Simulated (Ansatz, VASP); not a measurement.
# FeCu in VASP and in Ansatz

```
Fe Cu
1.0
     1.41389   -1.95423    0.00000
     1.41389    1.95423    0.00000
     0.00000    0.00000    4.06798
Fe Cu
1 1
Cartesian
  0.0000 0.0000 0.0000
  1.4139 0.0000 2.0340
```

Change from the starting cell: volume scaled by 0.95, PAW files.

Alike in both runs: task single point; functional PBE; k mesh 12 × 12 × 7; occupations fermi-dirac, width 0.03 eV; collinear spin.

```csv
,VASP,Ansatz
version,VASP 6.6.1,Ansatz 0.2.0
potentials or method,"VASP PAW PBE potentials, release 64 (Fe, Cu)","PAW with Ansatz's default frozen-core files, scalar-relativistic"
plane-wave cutoff (eV),520,420
valence electrons in the cell,19,35
```

VASP gave:

```
pressure (GPa)                                                : 10.3
traceless stress, the component that is largest in VASP (GPa) : -1.00
net moment per atom (μB)                                      : 1.23
size of the moment on the site where the two differ most (μB) : 0.07
```

Question: What did Ansatz give for the same quantities?

Answer: Pressure (GPa): 9.8; traceless stress, the component that is largest in VASP (GPa): -0.75; net moment per atom (μB): 1.23; size of the moment on the site where the two differ most (μB): 0.10.

Site moments also hang on the region over which each program counts them. VASP's potentials hold 19 valence electrons a cell and Ansatz's 35, so a difference there can come from the potentials and not from the codes.
